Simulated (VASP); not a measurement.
ZnSe:

```xyz
2
Lattice="0.0000 2.8338 2.8338 2.8338 0.0000 2.8338 2.8338 2.8338 0.0000" Properties=species:S:1:pos:R:3 pbc="T T T"
Zn    0.0000    0.0000    0.0000
Se    4.2507    4.2507    4.2507
```

Base run:

| Property | Result |
| --- | --- |
| Program | VASP 6.6.1 |
| Functional | r2SCAN |
| Potentials or basis | VASP PAW PBE potentials, release 64 (Zn, Se) |
| Cutoff | 520 eV |
| k mesh | 8 × 8 × 8 |
| Occupations | gaussian, width 0.05 eV |
| Spin | no spin polarisation |

Its results: band gap on the k mesh 1.87 eV, direct; pressure 0.0 GPa.

**Question.** The run is repeated on the same cell with these changes: functional from r2SCAN to PBE; further incar settings from ALGO = Normal; EDIFF = 1e-06; NBANDS = 16 to ALGO = Normal; EDIFF = 1e-07; NBANDS = 16. What comes out?

**Answer.** Band gap on the k mesh 1.29 eV, direct; pressure 2.3 GPa.

Caveats: the PAW data sets were made with another functional, which shifts forces and pressure a little (some runs).

